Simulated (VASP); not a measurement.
A run of VASP 6.6.1:

Contents of INCAR:

```
PREC     = Accurate       # precision mode
ENCUT    = 500            # plane-wave cutoff, eV
EDIFF    = 1E-6           # SCF threshold, eV
ISMEAR   = 0              # smearing method
SIGMA    = 0.02           # smearing width, eV
LREAL    = False          # projectors in reciprocal space
LASPH    = True           # aspherical terms in the spheres
NELM     = 120            # most SCF steps
ALGO     = Normal         # electronic algorithm
ISIF     = 2              # what is computed and relaxed
LWAVE    = False          # write WAVECAR
LCHARG   = False          # write CHGCAR
GGA      = PE             # functional
NBANDS   = 16             # bands
GGA_COMPAT= False
```

KPOINTS

```
Automatic mesh
0
Gamma
  10 10 10
```

Contents of POSCAR:

```
CdSe
1.0
    0.0000000000      3.0984146492      3.0984146492
    3.0984146492      0.0000000000      3.0984146492
    3.0984146492      3.0984146492      0.0000000000
Cd Se
1 1
Direct
    0.0000000000      0.0000000000      0.0000000000
    0.2500000000      0.2500000000      0.2500000000
```

Potentials or basis: VASP PAW PBE potentials, release 64 (Cd, Se).

Command:

```console
$ cat potpaw_PBE.64/Cd/POTCAR potpaw_PBE.64/Se/POTCAR > POTCAR
$ mpirun -np 1 vasp_std > vasp.out
```

Hardware: 1 thread of Intel Xeon 8259CL (shared host).

Estimate the wall time of this run.

Wall time 84 s on 1 thread of Intel Xeon 8259CL (shared host), peak memory 0.2 GiB. Counts: scf iterations 12, k points 47.
